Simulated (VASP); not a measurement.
# B (P6_3/mmc) in VASP: a series of runs, part 2 of 2

VASP 6.6.1. The steps go on from the part before.

**3. Single point, PBEsol (volume scaled by 0.9)**

Input file INCAR:

```
  PREC = Accurate
  ENCUT = 520
  EDIFF = 1E-6
  ISMEAR = -1
  SIGMA = 0.08
  LREAL = F
  LASPH = T
  NELM = 100
  ALGO = Normal
  ISIF = 2
  LWAVE = F
  LCHARG = T
  GGA = PS
  LELF = T
  LVHAR = T
  NBANDS = 10
```

Input file KPOINTS:

```
Automatic mesh
0
Gamma
  21 21 11
```

Input file POSCAR:

```
B
1.0
    1.6972372491      0.0000000000      0.0000000000
   -0.8486186246      1.4698505740      0.0000000000
    0.0000000000      0.0000000000      6.4117685458
B
2
Direct
    0.3333333333      0.6666666667      0.2500000000
    0.6666666667      0.3333333333      0.7500000000
```

Potentials or basis: VASP PAW PBE potentials, release 64 (B).

The run is started by

```
cat potpaw_PBE.64/B/POTCAR > POTCAR
mpirun -np 1 vasp_std > vasp.out
```

OUTCAR:

```text
PREC = Accurate
   ENCUT = 520
   EDIFF = 1E-6
   ISMEAR = -1
   LREAL = F
   LASPH = T
   NELM = 100
   ISIF = 2
   GGA = PS

 ion  position               nearest neighbor table
   1  0.333  0.667  0.250-
   2  0.667  0.333  0.750-

  LATTYP: Found a hexagonal cell.
 ALAT       =     1.6972372491
 C/A-ratio  =     3.7777679869

  Lattice vectors:

 A1 = (   1.6972372491,   0.0000000000,   0.0000000000)
 A2 = (  -0.8486186246,   1.4698505740,   0.0000000000)
 A3 = (   0.0000000000,   0.0000000000,   6.4117685458)

Analysis of symmetry for initial positions (statically):
=====================================================================
 Subroutine PRICEL returns:
 Original cell was already a primitive cell.

 Routine SETGRP: Setting up the symmetry group for a
 hexagonal supercell.

 Subroutine GETGRP returns: Found 24 space group operations
 (whereof 12 operations were pure point group operations)
 out of a pool of 24 trial point group operations.

The static configuration has the point symmetry D_3d.
 The point group associated with its full space group is D_6h.

Analysis of symmetry for dynamics (positions and initial velocities):
=====================================================================
 Subroutine PRICEL returns:
 Original cell was already a primitive cell.

 Routine SETGRP: Setting up the symmetry group for a
 hexagonal supercell.

 Subroutine GETGRP returns: Found 24 space group operations
 (whereof 12 operations were pure point group operations)
 out of a pool of 24 trial point group operations.

The dynamic configuration has the point symmetry D_3d.
 The point group associated with its full space group is D_6h.

 Subroutine INISYM returns: Found 24 space group operations
 (whereof 12 operations are pure point group operations),
 and found     1 'primitive' translations

----------------------------------------------------------------------------------------

                                     Primitive cell

  volume of cell :      15.9953

  direct lattice vectors                    reciprocal lattice vectors
     1.697237249  0.000000000  0.000000000     0.589192819  0.340170633  0.000000000
    -0.848618625  1.469850574  0.000000000     0.000000000  0.680341266  0.000000000
     0.000000000  0.000000000  6.411768546     0.000000000  0.000000000  0.155963209

  length of vectors
     1.697237249  1.697237249  6.411768546     0.680341266  0.680341266  0.155963209

  position of ions in fractional coordinates (direct lattice)
     0.333333333  0.666666667  0.250000000
     0.666666667  0.333333333  0.750000000

  ion indices of the primitive-cell ions
   primitive index   ion index
                 1           1
                 2           2

----------------------------------------------------------------------------------------

 KPOINTS: Automatic mesh

Automatic generation of k-mesh.
 Grid dimensions read from file:
 generate k-points for:   21   21   11

 Generating k-lattice:

  Cartesian coordinates                     Fractional coordinates (reciprocal lattice)
     0.028056801  0.016198602  0.000000000     0.047619048 -0.000000000  0.000000000
     0.000000000  0.032397203  0.000000000     0.000000000  0.047619048  0.000000000
     0.000000000  0.000000000  0.014178474     0.000000000  0.000000000  0.090909091

  Length of vectors
     0.032397203  0.032397203  0.014178474

  Shift w.r.t. Gamma in fractional coordinates (k-lattice)
     0.000000000  0.000000000  0.000000000

 Subroutine IBZKPT returns following result:
 ===========================================

 Found    288 irreducible k-points:

 Following reciprocal coordinates:
            Coordinates               Weight
  0.000000  0.000000  0.000000      1.000000
  0.047619  0.000000  0.000000      6.000000
  0.095238  0.000000  0.000000      6.000000
  0.142857  0.000000  0.000000      6.000000
  0.190476  0.000000  0.000000      6.000000
  0.238095  0.000000  0.000000      6.000000
[... 16 lines left out ...]
  0.142857  0.095238  0.000000     12.000000
  0.190476  0.095238  0.000000     12.000000
 [... further k-points ...]
   k-points           NKPTS =    288   k-points in BZ     NKDIM =    288   number of bands    NBANDS=     10
   number of dos      NEDOS =    301   number of ions     NIONS =      2
   total plane-waves  NPLWV =   9408
   dimension x,y,z NGX =    14 NGY =   14 NGZ =   48
   dimension x,y,z NGXF=    28 NGYF=   28 NGZF=   96
   ions per type =               2
   NGX,Y,Z   is equivalent  to a cutoff of  13.71, 13.71, 12.45 a.u.
   NGXF,Y,Z  is equivalent  to a cutoff of  27.43, 27.43, 24.89 a.u.
 SYSTEM =  unknown system
   PREC   = accura    normal or accurate (medium, high low for compatibility)
   ISTART =      0    job   : 0-new  1-cont  2-samecut
   ICHARG =      2    charge: 1-file 2-atom 10-const
   ISPIN  =      1    spin polarized calculation?
   LNONCOLLINEAR =      F non collinear calculations
   LSORBIT =      F    spin-orbit coupling
   LASPH  =      T    aspherical Exc in radial PAW
   ENCUT  =  520.0 eV  38.22 Ry    6.18 a.u.   3.16  3.16 11.92*2*pi/ulx,y,z
   NELM   =    100;   NELMIN=  2; NELMDL= -5     # of ELM steps
   EDIFF  = 0.1E-05   stopping-criterion for ELM
   LREAL  =      F    real-space projection
   EDIFFG = 0.1E-04   stopping-criterion for IOM
   NSW    =      0    number of steps for IOM
   IBRION =     -1    ionic relax: 0-MD 1-quasi-New 2-CG
   NFREE  =      0    steps in history (QN), initial steepest desc. (CG)
   ISIF   =      2    stress and relaxation
   ISYM   =      2    0-nonsym 1-usesym 2-fastsym
   POTIM  = 0.5000    time-step for ionic-motion
   TEBEG  =    0.0;   TEEND  =   0.0 temperature during run
   PSTRESS=    0.0 pullay stress
   NELECT =       6.0000    total number of electrons
   NUPDOWN=      -1.0000    fix difference up-down
   EMIN   =  10.00;   EMAX   =-10.00  energy-range for DOS
   EFERMI =   0.00;   METHOD = LEGACY
   ISMEAR =    -1;   SIGMA  =   0.08  broadening in eV -4-tet -1-fermi 0-gaus
   EFERMI_NEDOS =   21; number of points for ismear=-14 and -15
   IALGO  =     38    algorithm
   IMIX   =      4    mixing-type and parameters
     AMIX     =   0.40;   BMIX     =  1.00
     AMIX_MAG =   1.60;   BMIX_MAG =  1.00
  volume/ion in A,a.u.               =       8.00        53.97
  Fermi-wavevector in a.u.,A,eV,Ry     =   1.180667  2.231137 18.966172  1.393974
  Thomas-Fermi vector in A             =   2.316955
   LORBIT       =      0    0 simple, 1 ext, 2 COOP (PROOUT), +10 PAW based schemes
   GGA     = PS    functional components
   LHFCALC =     F    Hartree Fock is set to
   AEXX    =    0.0000 exact exchange contribution
   IVDW    =     0    specifies the selected vdW correction
   LEPSILON=     F    determine dielectric tensor
   LRPA    =     F    only Hartree local field effects (RPA)
 non-spin polarized calculation
  energy-cutoff  :      520.00
  volume of cell :       16.00
 maximum number of plane-waves:       453
 NGX is ok and might be reduce to    14
   NGX =  7   NGY =  7   NGZ = 23

 number of electron       6.0000000 magnetization

 Free energy of the ion-electron system (eV)
  ---------------------------------------------------
  ext. energy  EPLUGINS =         0.00000000
  ---------------------------------------------------
  free energy    TOTEN  =       -12.58449406 eV

  energy without entropy =      -12.57195590  energy(sigma->0) =      -12.57822498

 E-fermi :   6.6125     XC(G=0): -11.0548

 val. band max:        6.6120810811   @ k =   0.2857   0.2857   0.1818
 cond. band min:       6.6211364162   @ k =   0.2857   0.2857   0.2727
 fundamental gap:      0.0090553351
 Fermi energy:         6.6124520319

 k-point     1 :       0.0000    0.0000    0.0000
  band No.  band energies     occupation
      1     -11.0711      2.00000
      2     -10.2775      2.00000
      3      -2.9824      2.00000
      4       0.5576      2.00000
      5       9.6557      0.00000
      6      19.0680      0.00000
      7      25.2681      0.00000
      8      31.5855      0.00000
      9      31.5855      0.00000
     10      31.6020      0.00000
[... 287 lines left out ...]
 k-point    24 :       0.1905    0.0952    0.0000
  band No.  band energies     occupation
      1      -8.1216      2.00000
      2      -7.5057      2.00000
      3       1.2758      2.00000
      4       4.6839      2.00000
      5      12.7073      0.00000
      6      19.9889      0.00000
      7      21.3226      0.00000
      8      22.7683      0.00000
      9      23.4073      0.00000
     10      25.2497      0.00000

 [... further k-points ...]
[... 5 lines left out ...]
  --------------------------------------------------------------------------------------
  -------------------------------------------------------------------------------------
  Total        0.5297635      0.5297635      0.4830345     -0.0000000      0.0000000      0.0000000
  in kB       53.0638847     53.0638847     48.3832636     -0.0000000      0.0000000      0.0000000
  external PRESSURE =      51.5036777 kB  Pullay stress =       0.0000000 kB

 VOLUME and BASIS-vectors are now :
 -----------------------------------------------------------------------------
  energy-cutoff  :      520.00
  volume of cell :       16.00
      direct lattice vectors                 reciprocal lattice vectors
     1.697237249  0.000000000  0.000000000     0.589192819  0.340170633  0.000000000
    -0.848618625  1.469850574  0.000000000     0.000000000  0.680341266  0.000000000
     0.000000000  0.000000000  6.411768546     0.000000000  0.000000000  0.155963209

 POSITION                                       TOTAL-FORCE (eV/Angst)
 -----------------------------------------------------------------------------------
     -0.00000      0.97990      1.60294         0.000000      0.000000      0.000000
      0.84862      0.48995      4.80883        -0.000000      0.000000      0.000000
 -----------------------------------------------------------------------------------
    total drift:                                0.000000     -0.000000      0.000000

  FREE ENERGIE OF THE ION-ELECTRON SYSTEM (eV)
  ---------------------------------------------------
  free  energy   TOTEN  =       -12.5844940615 eV

  energy  without entropy=      -12.5719558960  energy(sigma->0) =      -12.57822498
```

stdout:

```text
POSCAR found type information on POSCAR B
 POSCAR found :  1 types and       2 ions
 scaLAPACK will be used
 -----------------------------------------------------------------------------
|                                                                             |
|                                                                             |
|     You enforced a specific xc type in the INCAR file but a different       |
|     I HOPE YOU KNOW WHAT YOU ARE DOING!                                     |
|                                                                             |
 -----------------------------------------------------------------------------

 LDA part: xc-table for (Slater+PW92), standard interpolation
 POSCAR, INCAR and KPOINTS ok, starting setup
 FFT: planning ... GRIDC
 FFT: planning ... GRID_SOFT
 FFT: planning ... GRID
 WAVECAR not read
 entering main loop
```

It took 48 s on 1 thread of Intel Xeon 8259CL, shared host; peak memory 0.15 GiB.

What came out:

```yaml
Free_energy: -12.5845 eV
Pressure: 5.2 GPa
Band_gap_on_the_k_mesh: zero (band 3 reaches 9.37 eV, above the bottom of band 4 at -1.19 eV)
```

Levels at points of the mesh, in eV from the Fermi level:
```csv
k point,band 1,band 2,band 3,band 4,band 5,band 6
"(0.00, 0.00, 0.00)",-17.68,-16.89,-9.59,-6.05,3.04,12.46
```

Caveat: the PAW data sets were made with another functional, which shifts forces and pressure a little.
